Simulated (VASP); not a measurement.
Set up this calculation in VASP 6.6.1, as the native input.

```
Task                   : electric field gradients
Functional             : PBE
Potentials or basis    : VASP PAW PBE potentials, release 64 (O)
Cutoff                 : 520 eV
k mesh                 : 6 × 6 × 4
Occupations            : fermi-dirac, width 0.01 eV
Spin                   : no spin polarisation
Dipole correction      : no
Further INCAR settings : ALGO = Normal; EDIFF = 1e-08; NBANDS = 13
```

The structure of O lies in POSCAR:

```
O
1.0
    2.7015000000     -1.7145000000      0.0000000000
    2.7015000000      1.7145000000      0.0000000000
   -1.9649900000      0.0000000000      3.7479900000
O
2
Direct
    0.0640000000      0.0640000000      0.1530000000
    0.9360000000      0.9360000000      0.8470000000
```

The input as run:

INCAR

```
SYSTEM = O
ALGO     = Normal         ! electronic algorithm
EDIFF    = 1E-8           ! SCF threshold, eV
ENCUT    = 520            ! plane-wave cutoff, eV
GGA      = PE             ! functional
ISIF     = 2              ! what is computed and relaxed
ISMEAR   = -1             ! smearing method
LASPH    = .True.         ! aspherical terms in the spheres
LCHARG   = .False.        ! write CHGCAR
LEFG     = .True.       
LREAL    = .False.        ! projectors in reciprocal space
LWAVE    = .False.        ! write WAVECAR
NBANDS   = 13             ! bands
NELM     = 100            ! most SCF steps
PREC     = Accurate       ! precision mode
SIGMA    = 0.01           ! smearing width, eV
```

KPOINTS

```
k-points
0
Gamma
  6 6 4
  0 0 0
```

Potentials or basis: VASP PAW PBE potentials, release 64 (O).

Run with:

```sh
$ cat potpaw_PBE.64/O/POTCAR > POTCAR
$ mpirun -np 1 vasp_std > vasp.out
```

It gave:

```
Pressure                                : 11.0 GPa
Largest force                           : 8.006 eV/Å
Band gap on the k mesh                  : zero (bands 6 and 7 overlap by 0.56 eV)
Largest electric field gradient by atom : O +114.3 V/Å²
```

Caveat: the k points lie up to 0.42 Å⁻¹ apart, too coarse for converged energies and pressures of a metal; the standard files for N, O and F lose accuracy on very short bonds; spin is off for a triplet molecule; this functional lacks dispersion, which holds the molecules together, so the pressure and a relaxed volume are unreliable; without QUAD_EFG the Cq values of the log hold for a quadrupole moment of 1 mb, not for the nuclei; forces of over 1 eV/Å act on the atoms, so gaps and moduli don't describe the material at rest.

It took 14 s on 1 thread of Oxide Virtual Turin-like Processor, on a shared host, peak memory 0.11 GiB.
